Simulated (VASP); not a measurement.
# ZrZnN in VASP: further runs

Runs on ZrZnN. Level: PBE. Tasks: single point.

All numbers are computed with VASP 6.6.1; they aren't measurements. Logs are shortened: lines on timing, memory, paths and dates and some standing lists are left out, and cuts for length are marked.

### Step 1. The cell of the first run

Symmetry: Cmmm, No. 65, orthorhombic system. Conventional cell: a = 4.447 Å, b = 4.480 Å, c = 4.320 Å, α = 90.00°, β = 90.00°, γ = 90.00°. Zr (site symmetry mmm) has 2 N at 2.16 Å within 2.9 Å. Within 2.9 Å of Zn (site symmetry mmm) lie 4 N at 2.22 to 2.24 Å. N (site symmetry mmm) has 2 Zr at 2.16 Å and 4 Zn at 2.22 to 2.24 Å within 2.9 Å.

### Step 2. Single point, PBE

File INCAR:

```
PREC = Accurate
ENCUT = 520
EDIFF = 1E-7
ISMEAR = 0
SIGMA = 0.1
LREAL = False
LASPH = True
NELM = 80
ALGO = Normal
ISIF = 2
LWAVE = False
LCHARG = False
GGA = PE
NBANDS = 22
```

File KPOINTS:

```
Automatic mesh
0
Gamma
  6 6 4
```

File POSCAR:

```
ZrZnN
1.0
    2.2234437014     -2.2400376710      0.0000000000
    2.2234437014      2.2400376710      0.0000000000
    0.0000000000      0.0000000000      4.3202963851
Zr Zn N
1 1 1
Direct
    0.5000000000      0.5000000000      0.0000000000
    0.0000000000      0.0000000000      0.5000000000
    0.5000000000      0.5000000000      0.5000000000
```

Potentials or basis: VASP PAW PBE potentials, release 64 (Zr_sv, Zn, N).

On the command line:

```console
> cat potpaw_PBE.64/Zr_sv/POTCAR potpaw_PBE.64/Zn/POTCAR potpaw_PBE.64/N/POTCAR > POTCAR
> mpirun -np 1 vasp_std > vasp.out
```

OUTCAR:

```text
PREC = Accurate
   ENCUT = 520
   EDIFF = 1E-7
   ISMEAR = 0
   LREAL = False
   LASPH = True
   NELM = 80
   ISIF = 2
   GGA = PE

 ion  position               nearest neighbor table
   1  0.500  0.500  0.000-   3 2.16   3 2.16   2 3.10   2 3.10   2 3.10   2 3.10   2 3.11   2 3.11
                             2 3.11   2 3.11
   2  0.000  0.000  0.500-   3 2.22   3 2.22   3 2.24   3 2.24   1 3.10   1 3.10   1 3.10   1 3.10
                             1 3.11   1 3.11   1 3.11   1 3.11
   3  0.500  0.500  0.500-   1 2.16   1 2.16   2 2.22   2 2.22   2 2.24   2 2.24

  LATTYP: Found a base centered orthorhombic cell.
 ALAT       =     4.4468874028
 B/A-ratio  =     1.0074631841
 C/A-ratio  =     0.9715326685

  Lattice vectors:

 A1 = (   2.2234437014,  -2.2400376710,   0.0000000000)
 A2 = (   2.2234437014,   2.2400376710,   0.0000000000)
 A3 = (   0.0000000000,   0.0000000000,   4.3202963851)

Analysis of symmetry for initial positions (statically):
=====================================================================
 Subroutine PRICEL returns:
 Original cell was already a primitive cell.

 Routine SETGRP: Setting up the symmetry group for a
 base centered orthorhombic supercell.

 Subroutine GETGRP returns: Found  8 space group operations
 (whereof  8 operations were pure point group operations)
 out of a pool of  8 trial point group operations.

The static configuration has the point symmetry D_2h.

Analysis of symmetry for dynamics (positions and initial velocities):
=====================================================================
 Subroutine PRICEL returns:
 Original cell was already a primitive cell.

 Routine SETGRP: Setting up the symmetry group for a
 base centered orthorhombic supercell.

 Subroutine GETGRP returns: Found  8 space group operations
 (whereof  8 operations were pure point group operations)
 out of a pool of  8 trial point group operations.

The dynamic configuration has the point symmetry D_2h.

 Subroutine INISYM returns: Found  8 space group operations
 (whereof  8 operations are pure point group operations),
 and found     1 'primitive' translations

----------------------------------------------------------------------------------------

                                     Primitive cell

  volume of cell :      43.0353

[... 86 lines left out ...]
   LSORBIT =      F    spin-orbit coupling
   LASPH  =      T    aspherical Exc in radial PAW
   ENCUT  =  520.0 eV  38.22 Ry    6.18 a.u.   5.87  5.87  8.03*2*pi/ulx,y,z
   NELM   =     80;   NELMIN=  2; NELMDL= -5     # of ELM steps
   EDIFF  = 0.1E-06   stopping-criterion for ELM
   LREAL  =      F    real-space projection
   EDIFFG = 0.1E-05   stopping-criterion for IOM
   NSW    =      0    number of steps for IOM
   IBRION =     -1    ionic relax: 0-MD 1-quasi-New 2-CG
   NFREE  =      0    steps in history (QN), initial steepest desc. (CG)
   ISIF   =      2    stress and relaxation
   ISYM   =      2    0-nonsym 1-usesym 2-fastsym
   POTIM  = 0.5000    time-step for ionic-motion
   TEBEG  =    0.0;   TEEND  =   0.0 temperature during run
   PSTRESS=    0.0 pullay stress
   NELECT =      29.0000    total number of electrons
   NUPDOWN=      -1.0000    fix difference up-down
   EMIN   =  10.00;   EMAX   =-10.00  energy-range for DOS
   EFERMI =   0.00;   METHOD = LEGACY
   ISMEAR =     0;   SIGMA  =   0.10  broadening in eV -4-tet -1-fermi 0-gaus
   EFERMI_NEDOS =   21; number of points for ismear=-14 and -15
   IALGO  =     38    algorithm
   IMIX   =      4    mixing-type and parameters
     AMIX     =   0.40;   BMIX     =  1.00
     AMIX_MAG =   1.60;   BMIX_MAG =  1.00
  volume/ion in A,a.u.               =      14.35        96.81
  Fermi-wavevector in a.u.,A,eV,Ry     =   1.435266  2.712260 28.027858  2.059989
  Thomas-Fermi vector in A             =   2.554584
   LORBIT       =      0    0 simple, 1 ext, 2 COOP (PROOUT), +10 PAW based schemes
   GGA     = PE    functional components
   LHFCALC =     F    Hartree Fock is set to
   AEXX    =    0.0000 exact exchange contribution
   IVDW    =     0    specifies the selected vdW correction
   LEPSILON=     F    determine dielectric tensor
   LRPA    =     F    only Hartree local field effects (RPA)
 non-spin polarized calculation
 Gauss-broadening in eV      SIGMA  =   0.10
  energy-cutoff  :      520.00
  volume of cell :       43.04
 maximum number of plane-waves:      1172
   NGX = 11   NGY = 11   NGZ = 17

 number of electron      29.0000016 magnetization

 Free energy of the ion-electron system (eV)
  ---------------------------------------------------
  ext. energy  EPLUGINS =         0.00000000
  ---------------------------------------------------
  free energy    TOTEN  =       -18.72823702 eV

  energy without entropy =      -18.71641921  energy(sigma->0) =      -18.72232811

 E-fermi :   6.9084     XC(G=0): -11.6608

 val. band max:        6.8787504154   @ k =   0.5000   0.5000   0.5000
 cond. band min:       6.9376515994   @ k =   0.5000   0.1667   0.5000
 fundamental gap:      0.0589011840
 Fermi energy:         6.9083831580

 k-point     1 :       0.0000    0.0000    0.0000
  band No.  band energies     occupation
      1     -41.7511      2.00000
      2     -19.8749      2.00000
      3     -19.5498      2.00000
      4     -19.5468      2.00000
      5      -8.4190      2.00000
      6      -0.2143      2.00000
[... 589 lines left out ...]
     21      15.5035      0.00000
     22      15.9899      0.00000

 [... further k-points ...]

------------------------ aborting loop because EDIFF is reached ----------------------------------------

  FORCE on cell =-STRESS in cart. coord.  units (eV):
  Direction    XX          YY          ZZ          XY          YZ          ZX
  --------------------------------------------------------------------------------------
  -------------------------------------------------------------------------------------
  Total        0.1382652      0.0981598      0.0685558     -0.0000000      0.0000000      0.0000000
  in kB        5.1475240      3.6544269      2.5522896     -0.0000000      0.0000000      0.0000000
  external PRESSURE =       3.7847469 kB  Pullay stress =       0.0000000 kB

 VOLUME and BASIS-vectors are now :
 -----------------------------------------------------------------------------
  energy-cutoff  :      520.00
  volume of cell :       43.04
      direct lattice vectors                 reciprocal lattice vectors
     2.223443701 -2.240037671  0.000000000     0.224876393 -0.223210532  0.000000000
     2.223443701  2.240037671  0.000000000     0.224876393  0.223210532  0.000000000
     0.000000000  0.000000000  4.320296385     0.000000000  0.000000000  0.231465601

 POSITION                                       TOTAL-FORCE (eV/Angst)
 -----------------------------------------------------------------------------------
      2.22344      0.00000      0.00000         0.000000      0.000000      0.000000
      0.00000      0.00000      2.16015        -0.000000     -0.000000      0.000000
      2.22344      0.00000      2.16015        -0.000000     -0.000000      0.000000
 -----------------------------------------------------------------------------------
    total drift:                               -0.000000     -0.000000     -0.000000

  FREE ENERGIE OF THE ION-ELECTRON SYSTEM (eV)
  ---------------------------------------------------
  free  energy   TOTEN  =       -18.7282370169 eV

  energy  without entropy=      -18.7164192091  energy(sigma->0) =      -18.72232811
```

stdout:

```text
POSCAR found type information on POSCAR ZrZnN
 POSCAR found :  3 types and       3 ions
 scaLAPACK will be used
 LDA part: xc-table for (Slater+PW92), standard interpolation
 POSCAR, INCAR and KPOINTS ok, starting setup
 FFT: planning ... GRIDC
 FFT: planning ... GRID_SOFT
 FFT: planning ... GRID
 WAVECAR not read
 entering main loop
```

Wall time 13 s (1 thread of Intel Xeon 6975P-C (Granite Rapids), shared host); peak memory 0.17 GiB.

What came out:

```yaml
Free_energy: -18.7282 eV
Pressure: 0.4 GPa
```

Caveat: the k points lie up to 0.36 Å⁻¹ apart.

### Step 3. Single point, PBE

This run uses another cell than the first one, of 14.39 Å³/atom, 1.003 times its volume.

File INCAR:

```
PREC = Accurate ; ENCUT = 520
EDIFF = 1E-6 ; ISMEAR = 0
SIGMA = 0.1 ; LREAL = F
LASPH = T ; NELM = 80
ALGO = Normal ; ISIF = 2
LWAVE = F ; LCHARG = F
GGA = PE ; NBANDS = 22
```

File KPOINTS:

```
Automatic mesh
0
Gamma
  14 14 12
```

File POSCAR:

```
ZrZnN
1.0
    3.1616208612      0.0000000000      0.0000000000
    0.0000000000      3.1616208612      0.0000000000
    0.0000000000      0.0000000000      4.3178258520
Zr Zn N
1 1 1
Direct
    0.5000000000      0.5000000000      0.0000000000
    0.0000000000      0.0000000000      0.5000000000
    0.5000000000      0.5000000000      0.5000000000
```

Potentials or basis: VASP PAW PBE potentials, release 64 (Zr_sv, Zn, N).

On the command line:

```console
> cat potpaw_PBE.64/Zr_sv/POTCAR potpaw_PBE.64/Zn/POTCAR potpaw_PBE.64/N/POTCAR > POTCAR
> mpirun -np 1 vasp_std > vasp.out
```

Wall time 61 s (1 thread of Intel Xeon 6975P-C (Granite Rapids), shared host); peak memory 0.35 GiB.

It converged, with:

- Free energy: -18.7689 eV
- Pressure: 0.3 GPa

Stress tensor (GPa, compression positive):
```
0.29 0.00 0.00
0.00 0.29 0.00
0.00 0.00 0.22
```

Levels at points of the mesh, in eV from the Fermi level:
```csv
k point,band 12,band 13,band 14,band 15,band 16,band 17,band 18,band 19
"(0.00, 0.00, 0.00)",-2.75,-2.26,-2.26,-1.03,2.94,2.94,3.50,3.95
"(0.50, 0.00, 0.00)",-1.50,-1.47,-1.44,-0.59,1.81,2.21,3.21,5.59
"(0.50, 0.50, 0.00)",-4.97,-3.37,-1.32,0.54,0.54,3.68,5.19,5.72
"(0.00, 0.00, 0.50)",-3.37,-2.95,-2.95,-1.01,-0.63,4.28,4.75,4.75
"(0.50, 0.00, 0.50)",-4.27,-1.24,-0.93,-0.41,2.17,2.98,4.46,5.02
"(0.50, 0.50, 0.50)",-5.78,-4.39,-2.64,-0.15,3.22,3.22,5.13,5.13
```
